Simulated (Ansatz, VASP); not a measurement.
## AlNi3: VASP beside Ansatz

```xyz
4
Lattice="3.5231 0.0000 0.0000 0.0000 3.5231 0.0000 0.0000 0.0000 3.5231" Properties=species:S:1:pos:R:3 pbc="T T T"
Ni    1.7615    1.7615    0.0000
Ni    1.7615    0.0000    1.7615
Ni    0.0000    1.7615    1.7615
Al    0.0000    0.0000    0.0000
```

Alike in both runs: task single point; functional PBEsol; k mesh 6 × 6 × 6; occupations fermi-dirac, width 0.05 eV; collinear spin; fixed moment 3.8 μB.

|  | VASP | Ansatz |
| --- | --- | --- |
| version | VASP 6.6.1 | Ansatz 0.2.0 |
| potentials or method | VASP PAW PBE potentials, release 64 (Ni_sv_GW, Al) | Ansatz PAW |
| plane-wave cutoff (eV) | 590 | 420 |
| valence electrons in the cell | 57 | 57 |

|  | VASP | Ansatz | Ansatz less VASP |
| --- | --- | --- | --- |
| pressure (GPa) | 7.8 | 10.5 | +2.73 |
| net moment per atom (μB) | 0.95 | 0.95 | 0.000 |
| size of the moment on the site where the two differ most (μB) | 0.10 | 0.14 | +0.045 |

VASP's potentials were made for PBE, not for PBEsol. Site moments also hang on the region over which each program counts them.
